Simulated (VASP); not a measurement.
The system is PIr (rocksalt type).

```
Ir P
1.0
     0.00000    2.36902    2.36902
     2.36902    0.00000    2.36902
     2.36902    2.36902    0.00000
Ir P
1 1
Direct
  0.00000 0.00000 0.00000
  0.50000 0.50000 0.50000
```

```yaml
Program: VASP 6.6.1
Task: relaxation of cell and atoms
Functional: LDA
Potentials_or_basis: VASP PAW LDA potentials, release 64 (Ir_sv_GW, P)
Cutoff: 560 eV
k_mesh: 14 × 14 × 14
Occupations: fermi-dirac, width 0.08 eV
Spin: no spin polarisation
```

At the start: pressure 20.0 GPa; volume 13.30 Å³/atom.

How do energy, volume and symmetry change on relaxing?

Over 17 steps the energy falls by 55.4 meV/atom and the volume is 14.24 Å³/atom (+7.1 %); space group Fm-3m (No. 225, to 0.1 Å) before and after.

Step by step:
```
step  energy change (eV)  largest force (eV/Å)  pressure (GPa)  volume (Å³)
   1              0.0000                0.0000           20.00        26.59
   2              0.3864                0.0000          -27.05        33.50
   3             -0.1105                0.0000           -0.96        28.60
   4             -0.1108                0.0000           -0.13        28.50
   5             -0.1108                0.0000            0.20        28.46
   6             -0.1108                0.0000            0.21        28.46
   7             -0.1108                0.0000            0.19        28.47
   8             -0.1108                0.0000            0.19        28.47
   9             -0.1108                0.0000            0.19        28.47
  10             -0.1108                0.0000            0.19        28.47
  11             -0.1108                0.0000            0.18        28.47
  12             -0.1108                0.0000            0.18        28.47
  13             -0.1108                0.0000            0.18        28.47
  14             -0.1108                0.0000            0.17        28.47
  15             -0.1108                0.0000            0.15        28.47
  16             -0.1108                0.0000            0.12        28.48
  17             -0.1108                0.0000            0.03        28.49
```

Final structure:
```
Ir P
1.0
     0.00000    2.42398    2.42398
     2.42398    0.00000    2.42398
     2.42398    2.42398    0.00000
Ir P
1 1
Direct
  0.00000 0.00000 0.00000
  0.50000 0.50000 0.50000
```
